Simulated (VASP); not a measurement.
Runs of VASP 6.6.1 on Sn3GeO. The structure is that of space group R3 (No. 146), or close to it. The cells are those of the table. 

```csv
task,cell,k mesh,cutoff (eV),gap on the mesh (eV),pressure (GPa),relaxed volume (Å³/atom),largest force (eV/Å)
single point,"a = 4.938 Å, angles 87.7°, 5 atoms",6 × 6 × 6,520,none,0.2,-,0.03
single point,"a = 4.939 Å, angles 88.1°, 5 atoms",4 × 4 × 4,520,none,0.0,-,0.03
single point,"a = 4.636 Å, 5 atoms",4 × 4 × 4,520,none,(b),-,(a)
relaxation of cell and atoms,"relaxed from a = 4.636 Å, 5 atoms",4 × 4 × 4,600,none,0.0,23.70,0.03
relaxation of cell and atoms,"relaxed from a = 4.939 Å, angles 88.1°, 5 atoms",6 × 6 × 6,600,none,0.0,24.00,0.04
```

Alike in all rows: level PBE; potentials or basis VASP PAW PBE potentials, release 64 (Sn_d, Ge_d, O); no spin polarisation; smearing gaussian 0.1 eV.

Q: Estimate the missing entries.

A: (a) 4.07; (b) 31.9.

Caveats: spin-orbit coupling is left out, which moves the levels of the heavy elements; forces of over 1 eV/Å act on the atoms, so gaps and moduli don't describe the material at rest (some runs); the volume moved by over 15 % at a fixed basis, so the end points are rough (some runs).

A k mesh can miss the band edges, and the runs leave out spin-orbit coupling on Ge, Sn.

A gap of «none» marks levels without a gap at the run's occupations.
